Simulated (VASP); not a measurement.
Set up this calculation in VASP 6.6.1, as the native input.

- Task: single point
- Functional: PBEsol
- Potentials or basis: VASP PAW PBE potentials, release 64 (Zn, Se)
- Cutoff: 500 eV
- k mesh: 8 × 8 × 8
- Occupations: tetrahedron
- Spin: no spin polarisation
- Dipole correction: no
- Further INCAR settings: ALGO = Normal; EDIFF = 1e-06; NBANDS = 16

The structure of ZnSe lies in POSCAR:

```
ZnSe
1.0
    0.0000000000      2.8166236567      2.8166236567
    2.8166236567      0.0000000000      2.8166236567
    2.8166236567      2.8166236567      0.0000000000
Zn Se
1 1
Direct
    0.0000000000      0.0000000000      0.0000000000
    0.7500000000      0.7500000000      0.7500000000
```

The input as run:

INCAR

```
SYSTEM = ZnSe
PREC     = Accurate       ! precision mode
ENCUT    = 500            ! plane-wave cutoff, eV
EDIFF    = 1E-6           ! SCF threshold, eV
ISMEAR   = -4             ! smearing method
SIGMA    = 0.02           ! smearing width, eV
LREAL    = .False.        ! projectors in reciprocal space
LASPH    = .True.         ! aspherical terms in the spheres
NELM     = 120            ! most SCF steps
ALGO     = Normal         ! electronic algorithm
ISIF     = 2              ! what is computed and relaxed
LWAVE    = .False.        ! write WAVECAR
LCHARG   = .True.         ! write CHGCAR
GGA      = PS             ! functional
LELF     = .True.         ! ELF
LVHAR    = .True.       
NBANDS   = 16             ! bands
GGA_COMPAT= .False.
```

KPOINTS

```
Automatic mesh
0
Gamma
  8 8 8
  0 0 0
```

Potentials or basis: VASP PAW PBE potentials, release 64 (Zn, Se).

The run is started by

```console
$ cat potpaw_PBE.64/Zn/POTCAR potpaw_PBE.64/Se/POTCAR > POTCAR
$ mpirun -np 1 vasp_std > vasp.out
```

Results of the run:

- Pressure: 0.3 GPa
- Band gap on the k mesh: 1.24 eV, direct

Caveat: the PAW data sets were made with another functional, which shifts forces and pressure a little.

Run time: 23 s on 1 thread of Intel Xeon 6975P-C (shared host), peak memory 0.17 GiB.
